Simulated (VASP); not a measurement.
# SiC (P6_3mc) in VASP: a series of runs, part 3 of 3

VASP 6.6.1. The steps go on from the part before.

## Step 4: Single point, PBEsol

This run uses another cell than the first one, of 12.15 Å³/atom.

Contents of INCAR:

```
SYSTEM = SiC
ALGO = Normal ; EDIFF = 1E-7
ENCUT = 520 ; GGA = PS
ISIF = 2 ; ISMEAR = 0
LASPH = .TRUE. ; LCHARG = .FALSE.
LREAL = .FALSE. ; LWAVE = .FALSE.
NBANDS = 26 ; NELM = 100
PREC = Accurate ; SIGMA = 0.05
```

Contents of KPOINTS:

```
k-points
0
G
  12 12 4
  0 0 0
```

Contents of POSCAR:

```
SiC
1.0
    3.2935000000      0.0000000000      0.0000000000
   -1.6467500000      2.8522546674      0.0000000000
    0.0000000000      0.0000000000     10.3445000000
Si C
4 4
Direct
    0.6666666667      0.3333333333      0.9378278494
    0.3333333333      0.6666666667      0.4378278494
    0.0000000000      0.0000000000      0.6878973398
    0.0000000000      0.0000000000      0.1878973398
    0.6666666667      0.3333333333      0.7498191768
    0.3333333333      0.6666666667      0.2498191768
    0.0000000000      0.0000000000      0.5004546340
    0.0000000000      0.0000000000      0.0004546340
```

Potentials or basis: VASP PAW PBE potentials, release 64 (Si, C).

Run with:

```
$ cat potpaw_PBE.64/Si/POTCAR potpaw_PBE.64/C/POTCAR > POTCAR
$ mpirun -np 1 vasp_std > vasp.out
```

OUTCAR:

```text
SYSTEM = SiC
   EDIFF = 1E-7
   ENCUT = 520
   GGA = PS
   ISIF = 2
   ISMEAR = 0
   LASPH = .TRUE.
   LREAL = .FALSE.
   NELM = 100
   PREC = Accurate

 ion  position               nearest neighbor table
   1  0.667  0.333  0.938-   5 1.94   8 2.01   8 2.01   8 2.01
   2  0.333  0.667  0.438-   6 1.94   7 2.01   7 2.01   7 2.01
   3  0.000  0.000  0.688-   7 1.94   5 2.01   5 2.01   5 2.01
   4  0.000  0.000  0.188-   8 1.94   6 2.01   6 2.01   6 2.01
   5  0.667  0.333  0.750-   1 1.94   3 2.01   3 2.01   3 2.01
   6  0.333  0.667  0.250-   2 1.94   4 2.01   4 2.01   4 2.01
   7  0.000  0.000  0.500-   3 1.94   2 2.01   2 2.01   2 2.01
   8  0.000  0.000  0.000-   4 1.94   1 2.01   1 2.01   1 2.01

  LATTYP: Found a hexagonal cell.
 ALAT       =     3.2935000000
 C/A-ratio  =     3.1408835585

  Lattice vectors:

 A1 = (   3.2935000000,   0.0000000000,   0.0000000000)
 A2 = (  -1.6467500000,   2.8522546674,   0.0000000000)
 A3 = (   0.0000000000,   0.0000000000,  10.3445000000)

Analysis of symmetry for initial positions (statically):
=====================================================================
 Subroutine PRICEL returns:
 Original cell was already a primitive cell.

 Routine SETGRP: Setting up the symmetry group for a
 hexagonal supercell.

 Subroutine GETGRP returns: Found 12 space group operations
 (whereof  6 operations were pure point group operations)
 out of a pool of 24 trial point group operations.

The static configuration has the point symmetry C_3v.
 The point group associated with its full space group is C_6v.

Analysis of symmetry for dynamics (positions and initial velocities):
=====================================================================
 Subroutine PRICEL returns:
 Original cell was already a primitive cell.

 Routine SETGRP: Setting up the symmetry group for a
 hexagonal supercell.

 Subroutine GETGRP returns: Found 12 space group operations
 (whereof  6 operations were pure point group operations)
 out of a pool of 24 trial point group operations.

The dynamic configuration has the point symmetry C_3v.
 The point group associated with its full space group is C_6v.

 Subroutine INISYM returns: Found 12 space group operations
 (whereof  6 operations are pure point group operations),
 and found     1 'primitive' translations

----------------------------------------------------------------------------------------

                                     Primitive cell

  volume of cell :      97.1752

  direct lattice vectors                    reciprocal lattice vectors
     3.293500000  0.000000000  0.000000000     0.303628359  0.175299915  0.000000000
    -1.646750000  2.852254667  0.000000000     0.000000000  0.350599829  0.000000000
     0.000000000  0.000000000 10.344500000     0.000000000  0.000000000  0.096669728

  length of vectors
     3.293500000  3.293500000 10.344500000     0.350599829  0.350599829  0.096669728

  position of ions in fractional coordinates (direct lattice)
     0.666666667  0.333333333  0.937827849
     0.333333333  0.666666667  0.437827849
     0.000000000  0.000000000  0.687897340
     0.000000000  0.000000000  0.187897340
     0.666666667  0.333333333  0.749819177
[... 46 lines left out ...]
  0.250000  0.000000  0.000000      6.000000
  0.333333  0.000000  0.000000      6.000000
  0.416667 -0.000000  0.000000      6.000000
[... 16 lines left out ...]
  0.250000  0.000000  0.250000     12.000000
  0.333333  0.000000  0.250000     12.000000
 [... further k-points ...]
   k-points           NKPTS =     57   k-points in BZ     NKDIM =     57   number of bands    NBANDS=     26
   number of dos      NEDOS =    301   number of ions     NIONS =      8
   total plane-waves  NPLWV =  46080
   dimension x,y,z NGX =    24 NGY =   24 NGZ =   80
   dimension x,y,z NGXF=    48 NGYF=   48 NGZF=  160
   ions per type =               4   4
   NGX,Y,Z   is equivalent  to a cutoff of  12.11, 12.11, 12.86 a.u.
   NGXF,Y,Z  is equivalent  to a cutoff of  24.23, 24.23, 25.71 a.u.
 SYSTEM =  SiC
   PREC   = accura    normal or accurate (medium, high low for compatibility)
   ISTART =      0    job   : 0-new  1-cont  2-samecut
   ICHARG =      2    charge: 1-file 2-atom 10-const
   ISPIN  =      1    spin polarized calculation?
   LNONCOLLINEAR =      F non collinear calculations
   LSORBIT =      F    spin-orbit coupling
   LASPH  =      T    aspherical Exc in radial PAW
   ENCUT  =  520.0 eV  38.22 Ry    6.18 a.u.   6.12  6.12 19.23*2*pi/ulx,y,z
   NELM   =    100;   NELMIN=  2; NELMDL= -5     # of ELM steps
   EDIFF  = 0.1E-06   stopping-criterion for ELM
   LREAL  =      F    real-space projection
   EDIFFG = 0.1E-05   stopping-criterion for IOM
   NSW    =      0    number of steps for IOM
   IBRION =     -1    ionic relax: 0-MD 1-quasi-New 2-CG
   NFREE  =      0    steps in history (QN), initial steepest desc. (CG)
   ISIF   =      2    stress and relaxation
   ISYM   =      2    0-nonsym 1-usesym 2-fastsym
   POTIM  = 0.5000    time-step for ionic-motion
   TEBEG  =    0.0;   TEEND  =   0.0 temperature during run
   PSTRESS=    0.0 pullay stress
   NELECT =      32.0000    total number of electrons
   NUPDOWN=      -1.0000    fix difference up-down
   EMIN   =  10.00;   EMAX   =-10.00  energy-range for DOS
   EFERMI =   0.00;   METHOD = LEGACY
   ISMEAR =     0;   SIGMA  =   0.05  broadening in eV -4-tet -1-fermi 0-gaus
   EFERMI_NEDOS =   21; number of points for ismear=-14 and -15
   IALGO  =     38    algorithm
   IMIX   =      4    mixing-type and parameters
     AMIX     =   0.40;   BMIX     =  1.00
     AMIX_MAG =   1.60;   BMIX_MAG =  1.00
  volume/ion in A,a.u.               =      12.15        81.97
  Fermi-wavevector in a.u.,A,eV,Ry     =   1.130506  2.136347 17.388852  1.278045
  Thomas-Fermi vector in A             =   2.267203
   LORBIT       =      0    0 simple, 1 ext, 2 COOP (PROOUT), +10 PAW based schemes
   GGA     = PS    functional components
   LHFCALC =     F    Hartree Fock is set to
   AEXX    =    0.0000 exact exchange contribution
   IVDW    =     0    specifies the selected vdW correction
   LEPSILON=     F    determine dielectric tensor
   LRPA    =     F    only Hartree local field effects (RPA)
 non-spin polarized calculation
 Gauss-broadening in eV      SIGMA  =   0.05
  energy-cutoff  :      520.00
  volume of cell :       97.18
 maximum number of plane-waves:      2648
   NGX = 13   NGY = 13   NGZ = 39

 number of electron      31.9999996 magnetization

 Free energy of the ion-electron system (eV)
  ---------------------------------------------------
  ext. energy  EPLUGINS =         0.00000000
  ---------------------------------------------------
  free energy    TOTEN  =       -62.22093500 eV

  energy without entropy =      -62.22093500  energy(sigma->0) =      -62.22093500

 E-fermi :   6.6893     XC(G=0): -10.8219

 val. band max:        6.4444047187   @ k =   0.0000   0.0000   0.0000
 cond. band min:       8.3270459454   @ k =   0.5000   0.0000   0.0000
 fundamental gap:      1.8826412267
 Fermi energy:         6.6893417127

 k-point     1 :       0.0000    0.0000    0.0000
  band No.  band energies     occupation
      1      -7.8791      2.00000
      2      -6.7737      2.00000
      3      -6.7325      2.00000
      4      -4.5353      2.00000
      5      -1.3819      2.00000
      6       2.5178      2.00000
[... 685 lines left out ...]
     25      13.9721      0.00000
     26      14.4719      0.00000

 [... further k-points ...]

------------------------ aborting loop because EDIFF is reached ----------------------------------------

  FORCE on cell =-STRESS in cart. coord.  units (eV):
  Direction    XX          YY          ZZ          XY          YZ          ZX
  --------------------------------------------------------------------------------------
  -------------------------------------------------------------------------------------
  Total      -18.5847369    -18.5847369     -9.1617992      0.0000000      0.0000000      0.0000000
  in kB     -306.4160638   -306.4160638   -151.0552702      0.0000000      0.0000000      0.0000000
  external PRESSURE =    -254.6291326 kB  Pullay stress =       0.0000000 kB

 VOLUME and BASIS-vectors are now :
 -----------------------------------------------------------------------------
  energy-cutoff  :      520.00
  volume of cell :       97.18
      direct lattice vectors                 reciprocal lattice vectors
     3.293500000  0.000000000  0.000000000     0.303628359  0.175299915  0.000000000
    -1.646750000  2.852254667  0.000000000     0.000000000  0.350599829  0.000000000
     0.000000000  0.000000000 10.344500000     0.000000000  0.000000000  0.096669728

 POSITION                                       TOTAL-FORCE (eV/Angst)
 -----------------------------------------------------------------------------------
      1.64675      0.95075      9.70136        -0.000000      0.000000      0.162397
     -0.00000      1.90150      4.52911         0.000000     -0.000000      0.162397
      0.00000      0.00000      7.11595         0.000000     -0.000000      0.140992
      0.00000      0.00000      1.94370        -0.000000      0.000000      0.140992
      1.64675      0.95075      7.75650         0.000000     -0.000000     -0.182240
     -0.00000      1.90150      2.58425        -0.000000      0.000000     -0.182240
      0.00000      0.00000      5.17695         0.000000     -0.000000     -0.121149
      0.00000      0.00000      0.00470         0.000000      0.000000     -0.121149
 -----------------------------------------------------------------------------------
    total drift:                                0.000000      0.000000      0.000096

  FREE ENERGIE OF THE ION-ELECTRON SYSTEM (eV)
  ---------------------------------------------------
  free  energy   TOTEN  =       -62.2209350010 eV

  energy  without entropy=      -62.2209350010  energy(sigma->0) =      -62.22093500
```

It took 3.3 min on 1 thread of Intel Xeon 8259CL, shared host; peak memory 0.26 GiB.

Results:

| Property | Result |
| --- | --- |
| Free energy | -62.2209 eV |
| Pressure | -25.5 GPa |
| Largest force | 0.182 eV/Å |
| Band gap on the k mesh | 1.88 eV (least direct gap 2.91 eV) |

Forces in eV/Å, atoms in the order of the input:
```
Si   0.000  0.000  0.162
Si   0.000  0.000  0.162
Si   0.000  0.000  0.141
Si   0.000  0.000  0.141
C    0.000  0.000 -0.182
C    0.000  0.000 -0.182
C    0.000  0.000 -0.121
C    0.000  0.000 -0.121
```

Caveat: the stress differs along the axes, from -31 to -15 GPa; the PAW data sets were made with another functional, which shifts forces and pressure a little.

## Step 5: Single point, PBEsol

This run uses another cell than the first one, of 12.23 Å³/atom.

Contents of INCAR:

```
SYSTEM = SiC
ALGO     = Normal         ! electronic algorithm
EDIFF    = 1E-6           ! SCF threshold, eV
ENCUT    = 520            ! plane-wave cutoff, eV
GGA      = PS             ! functional
ISIF     = 2              ! what is computed and relaxed
ISMEAR   = 0              ! smearing method
LASPH    = .True.         ! aspherical terms in the spheres
LCHARG   = .False.        ! write CHGCAR
LREAL    = .False.        ! projectors in reciprocal space
LWAVE    = .False.        ! write WAVECAR
NBANDS   = 26             ! bands
NELM     = 80             ! most SCF steps
PREC     = Accurate       ! precision mode
SIGMA    = 0.05           ! smearing width, eV
```

Contents of KPOINTS:

```
k-points
0
Gamma
  12 12 4
  0 0 0
```

POSCAR, as its differences from that of step 4:

```diff
@@ -2,5 +2,5 @@
 1.0
-    3.2935000000      0.0000000000      0.0000000000
-   -1.6467500000      2.8522546674      0.0000000000
-    0.0000000000      0.0000000000     10.3445000000
+    3.2217000000      0.0000000000      0.0000000000
+   -1.6108500000      2.7900740434      0.0000000000
+    0.0000000000      0.0000000000     10.8819000000
 Si C
```

Run with:

```
$ cat potpaw_PBE.64/Si/POTCAR potpaw_PBE.64/C/POTCAR > POTCAR
$ mpirun -np 1 vasp_std > vasp.out
```

Run time: 3.4 min. Hardware: 1 thread of Intel Xeon 8259CL, shared host; peak memory 0.27 GiB.

Results (log left out):

```yaml
Free_energy: -62.1831 eV
Pressure: -26.3 GPa
Largest_force: 0.048 eV/Å
Band_gap_on_the_k_mesh: 1.92 eV (least direct gap 3.07 eV)
```

Forces in eV/Å, atoms in the order of the input:
```
Si   0.000  0.000  0.048
Si   0.000  0.000  0.048
Si   0.000  0.000 -0.029
Si   0.000  0.000 -0.029
C    0.000  0.000 -0.008
C    0.000  0.000 -0.008
C    0.000  0.000 -0.011
C    0.000  0.000 -0.011
```

Stress tensor (GPa, compression positive):
```
-22.82   0.00   0.00
  0.00 -22.82   0.00
  0.00   0.00 -33.21
```

Levels at points of the mesh, in eV from the valence-band top:
| k point | band 13 | band 14 | band 15 | band 16 | band 17 | band 18 | band 19 | band 20 |
| --- | --- | --- | --- | --- | --- | --- | --- | --- |
| (0.00, 0.00, 0.00) | -0.50 | -0.17 | 0.00 | 0.00 | 3.97 | 4.13 | 4.55 | 5.05 |
| (0.50, 0.00, 0.00) | -2.13 | -2.13 | -1.55 | -1.15 | 1.92 | 2.14 | 3.57 | 3.68 |
| (0.00, 0.00, 0.50) | -0.17 | -0.17 | -0.17 | -0.17 | 4.22 | 4.22 | 5.16 | 5.16 |
| (0.50, 0.00, 0.50) | -2.34 | -2.34 | -1.48 | -1.48 | 2.44 | 2.44 | 3.58 | 3.58 |

Caveat: the stress differs along the axes, from -33 to -23 GPa; the PAW data sets were made with another functional, which shifts forces and pressure a little. A k mesh can miss the band edges.

## Step 6: The runs side by side

```csv
cell,gap on the mesh (eV),pressure (GPa),largest force (eV/Å)
"a = 3.293, b = 3.294, c = 10.076 Å, angles 90.0, 90.0, 120.0°, 8 atoms",1.73,-21.7,0.45
"a = 3.222, b = 3.222, c = 10.613 Å, angles 90.0, 90.0, 120.0°, 8 atoms",2.03,-23.7,0.03
"a = 3.293, b = 3.294, c = 10.345 Å, angles 90.0, 90.0, 120.0°, 8 atoms",1.88,-25.5,0.18
"a = 3.222, b = 3.222, c = 10.882 Å, angles 90.0, 90.0, 120.0°, 8 atoms",1.92,-26.3,0.05
```

Alike in all rows: task single point; level PBEsol; potentials or basis VASP PAW PBE potentials, release 64 (Si, C); no spin polarisation; k mesh 12 × 12 × 4; cutoff (eV) 520; smearing gaussian 0.05 eV.

Caveats: the PAW data sets were made with another functional, which shifts forces and pressure a little; the stress differs along the axes, from -31 to -3 GPa (at least some runs); the cell stands under tension (at least some runs); the stress differs along the axes, from -31 to -15 GPa (at least some runs); the stress differs along the axes, from -33 to -23 GPa (at least some runs).

Absolute energies hang on the potentials; compare differences alone.
